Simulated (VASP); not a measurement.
Here is a VASP 6.6.1 calculation.

The input INCAR:

```
SYSTEM = Au
PREC = Accurate ; ENCUT = 520
EDIFF = 1E-7 ; ISMEAR = -1
SIGMA = 0.1 ; LREAL = .FALSE.
LASPH = .TRUE. ; NELM = 100
ALGO = Normal ; ISIF = 2
LWAVE = .FALSE. ; LCHARG = .FALSE.
GGA = RE ; NBANDS = 24
```

KPOINTS

```
regular mesh
0
G
  9 9 12
  0 0 0
```

File POSCAR:

```
Au
1.0
    4.9558865724      0.0000000000      0.0000000000
   -2.4779432862      4.2919236699      0.0000000000
    0.0000000000      0.0000000000      2.9621770690
Au
3
Direct
    1.0000000000      0.0000000000      0.0000000000
    0.3333333333      0.6666666667      0.5000000000
    0.6666666667      0.3333333333      0.5000000000
```

Potentials or basis: VASP PAW PBE potentials, release 64 (Au).

The run is started by

```console
$ cat potpaw_PBE.64/Au/POTCAR > POTCAR
$ mpirun -np 1 vasp_std > vasp.out
```

Estimate the pressure.

-9.7 GPa.

Stress tensor (GPa, compression positive):
```
 -9.26   0.00   0.00
  0.00  -9.26   0.00
  0.00   0.00 -10.60
```

Caveat: the PAW data sets were made with another functional, which shifts forces and pressure a little.
